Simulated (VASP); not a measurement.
## MnS: single point with PBE

The system is MnS.

```
Mn S
1.0
     0.00000    2.55204    2.55204
     2.55204    0.00000    2.55204
     2.55204    2.55204    0.00000
Mn S
1 1
Direct
  0.00000 0.00000 0.00000
  0.50000 0.50000 0.50000
```

* Program: VASP 6.6.1
* Task: single point
* Functional: PBE
* Potentials or basis: VASP PAW PBE potentials, release 64 (Mn_pv, S)
* Cutoff: 520 eV
* k mesh: 18 × 18 × 18
* Occupations: tetrahedron
* Spin: collinear spin, ferromagnetic start
* Starting moments: [4.57, 0.15] μB
* Dipole correction: no
* Further INCAR settings: ALGO = Normal; EDIFF = 1e-06; NBANDS = 20

```
Pressure                                              : 0.3 GPa
Net moment                                            : 4.54 μB per cell
Site moments                                          : Mn +4.13; S +0.09 μB
Valence electrons inside the program's atomic spheres : Mn 11.37; S 3.74
```

Levels at points of the mesh, in eV from the Fermi level:
Spin up:
```
           k point  band 9  band 10  band 11  band 12  band 13  band 14  band 15  band 16
(0.00, 0.00, 0.00)   -3.33    -1.99    -1.99    -1.99     2.15     8.69     8.69     8.69
(0.50, 0.00, 0.00)   -2.83    -2.42     0.58     0.58     2.83     5.40     5.40     9.20
(0.50, 0.50, 0.00)   -3.04    -2.67    -2.67    -2.12     0.96     5.52    10.65    12.54
```
Spin down:
| k point | band 3 | band 4 | band 5 | band 6 | band 7 | band 8 | band 9 | band 10 | band 11 | band 12 |
| --- | --- | --- | --- | --- | --- | --- | --- | --- | --- | --- |
| (0.00, 0.00, 0.00) | -46.26 | -14.76 | -1.78 | -1.78 | -1.78 | 0.10 | 0.10 | 0.10 | 0.17 | 0.17 |
| (0.50, 0.00, 0.00) | -46.26 | -13.33 | -6.82 | -3.66 | -3.66 | 1.18 | 1.18 | 1.39 | 3.30 | 3.30 |
| (0.50, 0.50, 0.00) | -46.27 | -13.16 | -5.97 | -3.42 | -3.42 | -1.13 | 0.65 | 1.44 | 1.44 | 1.59 |

Wall time 2.5 min on 1 thread of Intel(R) Xeon(R) Platinum 8488C (Sapphire Rapids), with other jobs on the host, peak memory 0.32 GiB.

Caveat: a cell with one magnetic atom can't hold antiferromagnetic order, which such compounds often take; semilocal functionals often make such compounds metallic where correlation or magnetic order opens a gap, which also shifts bond lengths; tetrahedron occupations give inexact forces and stress in metals. With open d or f shells a metallic result of PBE can be an artefact of self-interaction; +U or a hybrid may open a gap.
